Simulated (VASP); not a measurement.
## In: single point with PBE

Crystal: In.

```xyz
1
Lattice="-1.7205 1.7205 2.3240 1.7205 -1.7205 2.3240 1.7205 1.7205 -2.3240" Properties=species:S:1:pos:R:3 pbc="T T T"
In    0.0000    0.0000    0.0000
```

The cell was built from a structure type or drawn by symmetry, and may not be a known phase.

| Item | Value |
| --- | --- |
| Program | VASP 6.6.1 |
| Task | single point |
| Functional | PBE |
| Potentials or basis | VASP PAW PBE potentials, release 64 (In_d) |
| Cutoff | 520 eV |
| k mesh | 22 × 22 × 22 |
| Occupations | gaussian, width 0.1 eV |
| Spin | no spin polarisation |

The pressure is -0.1 GPa. The band gap on the k mesh is zero (an odd number of electrons rules out a gap without spin polarisation).

Levels at points of the mesh, in eV from the Fermi level:
```tsv
k point	band 3	band 4	band 5	band 6	band 7	band 8	band 9	band 10
(0.00, 0.00, 0.00)	-14.54	-14.45	-14.40	-9.19	10.07	10.18	10.18	11.45
(0.50, 0.00, 0.00)	-14.54	-14.30	-14.28	-4.28	-3.15	7.67	8.39	10.90
(0.50, 0.50, 0.00)	-14.30	-14.28	-14.24	-2.42	-2.19	4.03	4.29	7.38
(0.50, 0.50, 0.50)	-14.30	-14.25	-14.25	-1.73	-1.67	3.54	3.54	6.66
```

Run time: 3.7 min on 1 thread of Intel(R) Xeon(R) Platinum 8488C (Sapphire Rapids), on a shared host, peak memory 0.37 GiB.

Caveat: spin-orbit coupling is left out, which moves the levels of the heavy elements.
